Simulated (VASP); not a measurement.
# SrMg2Bi2 (P-3m1) in VASP: further runs, part 2 of 2

VASP 6.6.1. The steps go on from the part before.

## 3. Single point, LDA

This run uses another cell than the first one, of the same volume but with other edges.

Contents of INCAR:

```
PREC = Accurate ; ENCUT = 520
EDIFF = 1E-6 ; ISMEAR = 0
SIGMA = 0.03 ; LREAL = False
LASPH = True ; NELM = 100
ALGO = Normal ; ISIF = 2
LWAVE = False ; LCHARG = False
NBANDS = 30
```

Contents of KPOINTS:

```
regular mesh
0
Gamma
  9 9 6
```

Contents of POSCAR:

```
SrMg2Bi2
1.0
    4.6786848044      0.0000000000      0.0000000000
   -2.3393424022      4.0518598969      0.0000000000
    0.0000000000      0.0000000000      8.5065834472
Sr Mg Bi
1 2 2
Direct
    0.0000000000      0.0000000000      0.0000000000
    0.6666666667      0.3333333333      0.3750441600
    0.3333333333      0.6666666667      0.6249558400
    0.6666666667      0.3333333333      0.7467348600
    0.3333333333      0.6666666667      0.2532651400
```

Potentials or basis: VASP PAW LDA potentials, release 64 (Sr_sv, Mg, Bi_d).

Started as:

```bash
cat potpaw_LDA.64/Sr_sv/POTCAR potpaw_LDA.64/Mg/POTCAR potpaw_LDA.64/Bi_d/POTCAR > POTCAR
mpirun -np 1 vasp_std > vasp.out
```

Wall time 2.8 min (1 thread of Intel Xeon Platinum 8488C (Sapphire Rapids), shared host); peak memory 0.43 GiB.

The run converged. Its results:

```
Free energy            : -17.8439 eV
Pressure               : -2.1 GPa
Largest force          : 0.198 eV/Å
Band gap on the k mesh : 0.08 eV, direct
```

Forces on the atoms (eV/Å):
```
Sr   0.000  0.000  0.000
Mg   0.000  0.000  0.064
Mg   0.000  0.000 -0.064
Bi   0.000  0.000 -0.198
Bi   0.000  0.000  0.198
```

Stress tensor (GPa, compression positive):
```
-0.48  0.00  0.00
 0.00 -0.48  0.00
 0.00  0.00 -5.30
```

Levels at points of the mesh, in eV from the valence-band top:
```
           k point  band 20  band 21  band 22  band 23  band 24  band 25
(0.00, 0.00, 0.00)    -0.56     0.00     0.00     0.08     1.21     1.93
(0.00, 0.00, 0.50)    -0.62    -0.39    -0.39     1.14     1.80     2.58
```

Caveat: spin-orbit coupling is left out, which moves the levels of the heavy elements.

## 4. Single point, LDA

This run uses another cell than the first one, of the same volume but with other edges.

Contents of INCAR:

```
  ALGO = Normal
  EDIFF = 1E-6
  ENCUT = 520
  ISIF = 2
  ISMEAR = 0
  LASPH = T
  LCHARG = F
  LREAL = F
  LWAVE = F
  NBANDS = 30
  NELM = 100
  PREC = Accurate
  SIGMA = 0.03
```

Contents of KPOINTS:

```
k-points
0
Gamma
  9 9 6
```

Edit POSCAR of step 3 so:

```diff
@@ -2,5 +2,5 @@
 1.0
-    4.6786848044      0.0000000000      0.0000000000
-   -2.3393424022      4.0518598969      0.0000000000
-    0.0000000000      0.0000000000      8.5065834472
+    4.8958819685      0.0000000000      0.0000000000
+   -2.4479409842      4.2399581586      0.0000000000
+    0.0000000000      0.0000000000      7.7685660984
 Sr Mg Bi
```

Started as:

```bash
cat potpaw_LDA.64/Sr_sv/POTCAR potpaw_LDA.64/Mg/POTCAR potpaw_LDA.64/Bi_d/POTCAR > POTCAR
mpirun -np 1 vasp_std > vasp.out
```

Run time: 2.4 min. Hardware: 1 thread of Intel Xeon Platinum 8488C (Sapphire Rapids), shared host; peak memory 0.42 GiB.

The run converged. Its results:

| Quantity | Value |
| --- | --- |
| Free energy | -17.9678 eV |
| Pressure | -2.3 GPa |
| Largest force | 0.179 eV/Å |
| Band gap on the k mesh | 0.31 eV, direct |

Forces on the atoms (eV/Å):
```
Sr   0.000  0.000  0.000
Mg   0.000  0.000 -0.179
Mg   0.000  0.000  0.179
Bi   0.000  0.000  0.158
Bi   0.000  0.000 -0.158
```

Stress tensor (GPa, compression positive):
```
-3.03  0.00  0.00
 0.00 -3.03  0.00
 0.00  0.00 -0.78
```

Levels at points of the mesh, in eV from the valence-band top:
| k point | band 18 | band 19 | band 20 | band 21 | band 22 | band 23 | band 24 | band 25 | band 26 | band 27 |
| --- | --- | --- | --- | --- | --- | --- | --- | --- | --- | --- |
| (0.00, 0.00, 0.00) | -1.25 | -1.25 | -0.13 | -0.13 | 0.00 | 0.31 | 0.66 | 2.33 | 2.54 | 2.54 |
| (0.00, 0.00, 0.50) | -2.24 | -0.88 | -0.88 | -0.71 | -0.71 | 0.78 | 1.49 | 2.31 | 2.31 | 3.71 |

Caveat: spin-orbit coupling is left out, which moves the levels of the heavy elements.

## 5. Single point, LDA

This run uses another cell than the first one, of the same volume but with other edges.

Contents of INCAR:

```
SYSTEM = SrMg2Bi2
PREC = Accurate
ENCUT = 520
EDIFF = 1E-7
ISMEAR = 0
SIGMA = 0.03
LREAL = .FALSE.
LASPH = .TRUE.
NELM = 100
ALGO = Normal
ISIF = 2
LWAVE = .FALSE.
LCHARG = .FALSE.
GGA = CA
NBANDS = 30
```

Contents of KPOINTS:

```
Automatic mesh
0
G
  9 9 6
  0 0 0
```

Edit POSCAR of step 4 so:

```diff
@@ -2,5 +2,5 @@
 1.0
-    4.8958819685      0.0000000000      0.0000000000
-   -2.4479409842      4.2399581586      0.0000000000
-    0.0000000000      0.0000000000      7.7685660984
+    4.9658325901      0.0000000000      0.0000000000
+   -2.4829162951      4.3005371740      0.0000000000
+    0.0000000000      0.0000000000      7.5512455846
 Sr Mg Bi
```

Started as:

```bash
cat potpaw_LDA.64/Sr_sv/POTCAR potpaw_LDA.64/Mg/POTCAR potpaw_LDA.64/Bi_d/POTCAR > POTCAR
mpirun -np 1 vasp_std > vasp.out
```

It took 3.8 min on 1 thread of Intel Xeon Platinum 8488C (Sapphire Rapids), shared host; peak memory 0.45 GiB.

It converged, with:

| Quantity | Value |
| --- | --- |
| Free energy | -17.8690 eV |
| Pressure | -2.1 GPa |
| Largest force | 0.385 eV/Å |
| Band gap on the k mesh | 0.24 eV, direct |

Forces in eV/Å, atoms in the order of the input:
```
Sr   0.000  0.000  0.000
Mg   0.000  0.000 -0.377
Mg   0.000  0.000  0.377
Bi   0.000  0.000  0.385
Bi   0.000  0.000 -0.385
```

Stress tensor (GPa, compression positive):
```
-3.64  0.00  0.00
 0.00 -3.64  0.00
 0.00  0.00  1.05
```

Levels at points of the mesh, in eV from the valence-band top:
```tsv
k point	band 19	band 20	band 21	band 22	band 23	band 24	band 25	band 26
(0.00, 0.00, 0.00)	-1.41	-0.20	-0.20	0.00	0.24	0.52	2.42	2.42
(0.00, 0.00, 0.50)	-1.00	-1.00	-0.85	-0.85	0.69	1.38	2.16	2.16
```

Caveat: spin-orbit coupling is left out, which moves the levels of the heavy elements. A k mesh can miss the band edges.

## 6. Summary

| cell | gap on the mesh (eV) | pressure (GPa) | largest force (eV/Å) |
| --- | --- | --- | --- |
| a = 4.545, b = 4.545, c = 9.015 Å, angles 90.0, 90.0, 120.0°, 5 atoms | none | -1.5 | 0.19 |
| a = 4.679, b = 4.679, c = 8.507 Å, angles 90.0, 90.0, 120.0°, 5 atoms | 0.08 | -2.1 | 0.20 |
| a = 4.896, b = 4.896, c = 7.769 Å, angles 90.0, 90.0, 120.0°, 5 atoms | 0.31 | -2.3 | 0.18 |
| a = 4.966, b = 4.966, c = 7.551 Å, angles 90.0, 90.0, 120.0°, 5 atoms | 0.24 | -2.1 | 0.39 |

Alike in all rows: task single point; level LDA; potentials or basis VASP PAW LDA potentials, release 64 (Sr_sv, Mg, Bi_d); no spin polarisation; k mesh 9 × 9 × 6; cutoff (eV) 520; smearing gaussian 0.03 eV.

Caveats: spin-orbit coupling is left out, which moves the levels of the heavy elements.

Total energies depend on the potentials used, so only differences within one code and one set of settings carry meaning.
